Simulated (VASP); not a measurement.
Ge, 2 atoms in the cell. Symmetry: Imma, No. 74, orthorhombic system. The conventional cell has a = 3.922 Å, b = 4.028 Å, c = 5.847 Å, α = 90.00°, β = 90.00°, γ = 90.00°. Ge (site symmetry mm2) has 4 Ge at 2.45 to 2.49 Å within 3.2 Å.  This cell differs from its parent crystal: engineering shear strain xy -0.0267, normal strain along z +0.0400.

| Item | Value |
| --- | --- |
| Program | VASP 6.6.1 |
| Task | single point |
| Functional | LDA |
| Potentials or basis | VASP PAW LDA potentials, release 64 (Ge_d) |
| Cutoff | 520 eV |
| k mesh | 14 × 14 × 14 |
| Occupations | gaussian, width 0.15 eV |
| Spin | no spin polarisation |
| Dipole correction | no |
| Further INCAR settings | ALGO = Normal; EDIFF = 1e-07; NBANDS = 21 |

Potentials or basis: VASP PAW LDA potentials, release 64 (Ge_d).

The run is started by

```console
$ cat potpaw_LDA.64/Ge_d/POTCAR > POTCAR
$ mpirun -np 1 vasp_std > vasp.out
```

Hardware: 1 thread of Intel Xeon 8259CL, with other jobs on the host.

Q: Estimate the wall time of this run.

A: Run time: 8.4 min on 1 thread of Intel Xeon 8259CL (shared host), peak memory 0.41 GiB. Counts: scf iterations 12, k points 428.
